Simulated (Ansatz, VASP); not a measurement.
## Be4Os in VASP and in Ansatz

INCAR

```
SYSTEM = Be4Os
PREC = Accurate
ENCUT = 520
EDIFF = 1E-7
ISMEAR = 0
SIGMA = 0.1
LREAL = .False.
LASPH = .True.
NELM = 150
ALGO = Normal
ISIF = 2
LWAVE = .False.
LCHARG = .False.
ISPIN = 2
MAGMOM = 0 0 0 0 1
LORBIT = 11
LMAXMIX = 4
GGA = PE
NBANDS = 20
```

File KPOINTS:

```
regular mesh
0
Gamma
  6 6 6
  0 0 0
```

Contents of POSCAR:

```
Be4Os
1.0
   -2.5221860070      2.5221860070      1.8274201157
    2.5221860070     -2.5221860070      1.8274201157
    2.5221860070      2.5221860070     -1.8274201157
Be Os
4 1
Direct
    0.1969614529      0.5000000000      0.6969614529
    0.5000000000      0.1969614529      0.6969614529
    0.5000000000      0.8030385471      0.3030385471
    0.8030385471      0.5000000000      0.3030385471
    0.0000000000      0.0000000000      0.0000000000
```

Input for Ansatz:

```yaml
crystal:
  lattice:
    - [-2.522186007, 2.522186007, 1.8274201157]
    - [2.522186007, -2.522186007, 1.8274201157]
    - [2.522186007, 2.522186007, -1.8274201157]
  atoms:
    - { symbol: Be, position: [0.1969614529, 0.5, 0.6969614529] }
    - { symbol: Be, position: [0.5, 0.1969614529, 0.6969614529] }
    - { symbol: Be, position: [0.5, 0.8030385471, 0.3030385471] }
    - { symbol: Be, position: [0.8030385471, 0.5, 0.3030385471] }
    - { symbol: Os, position: [0.0, 0.0, 0.0], spin: 1.0 }
basis:
  ecutwfc: 420
kpoints:
  mp_grid: { grid: [6, 6, 6] }
hamiltonian:
  xc: pbe
scf:
  occupations: { method: gaussian, width: 0.1 }
  lower_state_search: "off"
output:
  forces: true
  stress: true
  eigenvalues: true
  populations: true
magnetization:
  spin_polarized: true
```

Change from the starting cell: species swapped into the Sn4Au type (Ccce, No. 68).

Alike in both runs: task single point; functional PBE; k mesh 6 × 6 × 6; occupations gaussian, width 0.1 eV; collinear spin.

|  | VASP | Ansatz |
| --- | --- | --- |
| version | VASP 6.6.1 | Ansatz 0.2.0 |
| potentials or method | VASP PAW PBE potentials, release 64 (Be, Os), cutoff 520 eV | scalar-relativistic, plane waves, PAW |
| valence electrons in the cell | 16 | 24 |

|  | VASP | Ansatz | Ansatz less VASP |
| --- | --- | --- | --- |
| gap on the k mesh at the Fermi level (eV) | none | none | - |
| pressure (GPa) | 0.0 | -0.2 | -0.22 |
| traceless stress, the component that is largest in VASP (GPa) | 0.07 | -0.04 | -0.104 |
| rms of the force components (eV/Å) | 0.004 | 0.006 | +0.0016 |
| net moment per atom (μB) | 0.00 | 0.00 | 0.000 |

Atom by atom the forces differ by 0.002 eV/Å (rms over components). A gap of «none» marks a metal or a gap that the smearing closes. VASP's potentials hold 16 valence electrons a cell and Ansatz's 24, so a difference there can come from the potentials and not from the codes. Ansatz's warnings: seeded moment not kept.

Neither program's run includes spin-orbit coupling.
